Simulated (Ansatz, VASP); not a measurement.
## Two plane-wave programs on As

INCAR

```
SYSTEM = As
PREC = Accurate
ENCUT = 520
EDIFF = 1E-6
ISMEAR = 0
SIGMA = 0.017
LREAL = .FALSE.
LASPH = .TRUE.
NELM = 60
ALGO = Normal
ISIF = 2
LWAVE = .FALSE.
LCHARG = .TRUE.
GGA = PE
LELF = .TRUE.
LVHAR = .TRUE.
NBANDS = 12
```

Contents of KPOINTS:

```
regular mesh
0
G
  9 9 9
  0 0 0
```

The input POSCAR:

```
As
1.0
    1.8807968987      1.0858785957      3.5140619945
   -1.8807968987      1.0858785957      3.5140619945
    0.0000000000     -2.1717571915      3.5140619945
As
2
Direct
    0.2260000000      0.2260000000      0.2260000000
    0.7740000000      0.7740000000      0.7740000000
```

Contents of input.yaml:

```yaml
crystal:
  lattice:
    - [1.8807968987, 1.0858785957, 3.5140619945]
    - [-1.8807968987, 1.0858785957, 3.5140619945]
    - [0.0, -2.1717571915, 3.5140619945]
  atoms:
    - { symbol: As, position: [0.226, 0.226, 0.226] }
    - { symbol: As, position: [0.774, 0.774, 0.774] }
hamiltonian:
  xc: pbe
  pseudopotentials: { kind: paw }
kpoints:
  mp_grid: { grid: [9, 9, 9] }
scf:
  occupations: { method: gaussian, width: 0.017 }
output:
  forces: true
  stress: true
  eigenvalues: true
  write_density: true
  write_potential: true
  elf: true
  volumetric_format: npy
```

Alike in both runs: task single point; functional PBE; k mesh 9 × 9 × 9; occupations gaussian, width 0.017 eV; no spin polarisation.

```csv
,VASP,Ansatz
version,VASP 6.6.1,Ansatz 0.2.0
potentials or method,"VASP PAW PBE potentials, release 64 (As)",Ansatz PAW
plane-wave cutoff (eV),520,420
valence electrons in the cell,10,30
```

```csv
,VASP,Ansatz,Ansatz less VASP
gap on the k mesh at the Fermi level (eV),none,none,-
pressure (GPa),4.1,3.7,-0.33
"traceless stress, the component that is largest in VASP (GPa)",-0.40,-0.30,+0.098
rms of the force components (eV/Å),0.284,0.249,-0.0352
```

Atom by atom the forces differ by 0.035 eV/Å (rms over components). A gap of «none» marks a metal or a gap that the smearing closes. With one functional, cell and mesh, what is left measures potentials, basis and numerics. VASP's potentials hold 10 valence electrons a cell and Ansatz's 30, so a difference there can come from the potentials and not from the codes.
